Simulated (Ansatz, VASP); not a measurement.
## NaCl: VASP beside Ansatz

INCAR

```
PREC     = Accurate       # precision mode
ENCUT    = 520            # plane-wave cutoff, eV
EDIFF    = 1E-6           # SCF threshold, eV
ISMEAR   = 0              # smearing method
SIGMA    = 0.05           # smearing width, eV
LREAL    = F              # projectors in reciprocal space
LASPH    = T              # aspherical terms in the spheres
NELM     = 100            # most SCF steps
ALGO     = Normal         # electronic algorithm
ISIF     = 2              # what is computed and relaxed
LWAVE    = F              # write WAVECAR
LCHARG   = F              # write CHGCAR
GGA      = PS             # functional
NBANDS   = 14             # bands
```

File KPOINTS:

```
Automatic mesh
0
Gamma
  8 8 8
```

File POSCAR:

```
NaCl
1.0
    0.1061906250      2.8317500000      2.8317500000
    2.9379406250      0.0000000000      2.9379406250
    2.8317500000      2.8317500000      0.1061906250
Na Cl
1 1
Direct
    0.0000000000      0.0000000000      0.0000000000
    0.5000000000      0.5000000000      0.5000000000
```

Input for Ansatz:

```yaml
crystal:
  lattice:
    - [0.106190625, 2.83175, 2.83175]
    - [2.937940625, 0.0, 2.937940625]
    - [2.83175, 2.83175, 0.106190625]
  atoms:
    - { symbol: Na, position: [0.0, 0.0, 0.0] }
    - { symbol: Cl, position: [0.5, 0.5, 0.5] }
basis:
  ecutwfc: 420
kpoints:
  mp_grid: { grid: [8, 8, 8] }
hamiltonian:
  xc: pbesol
scf:
  occupations: { method: gaussian, width: 0.05 }
output:
  forces: true
  stress: true
  eigenvalues: true
```

Change from the starting cell: strain +0.0750 x Voigt [0, 0, 0, 0, 1, 0], atoms carried along.

Alike in both runs: task single point; functional PBEsol; k mesh 8 × 8 × 8; occupations gaussian, width 0.05 eV; no spin polarisation.

|  | VASP | Ansatz |
| --- | --- | --- |
| version | VASP 6.6.1 | Ansatz 0.2.0 |
| potentials or method | VASP PAW PBE potentials, release 64 (Na_pv, Cl), cutoff 520 eV | scalar-relativistic, plane waves, PAW |
| valence electrons in the cell | 14 | 16 |

Ansatz gave:

| Quantity | Value |
| --- | --- |
| gap on the k mesh at the Fermi level (eV) | 4.72 |
| least direct gap on the mesh (eV) | 4.72 |
| pressure (GPa) | -0.8 |
| traceless stress, the component that is largest in VASP (GPa) | -0.91 |

Task: What did VASP give for the same quantities?

Result: gap on the k mesh at the Fermi level (eV): 4.72; least direct gap on the mesh (eV): 4.72; pressure (GPa): -0.8; traceless stress, the component that is largest in VASP (GPa): -0.90.

VASP's potentials were made for PBE, not for PBEsol. The functional is the same, so the differences come from potentials, cutoffs and numerics. VASP's potentials hold 14 valence electrons a cell and Ansatz's 16, so a difference there can come from the potentials and not from the codes.
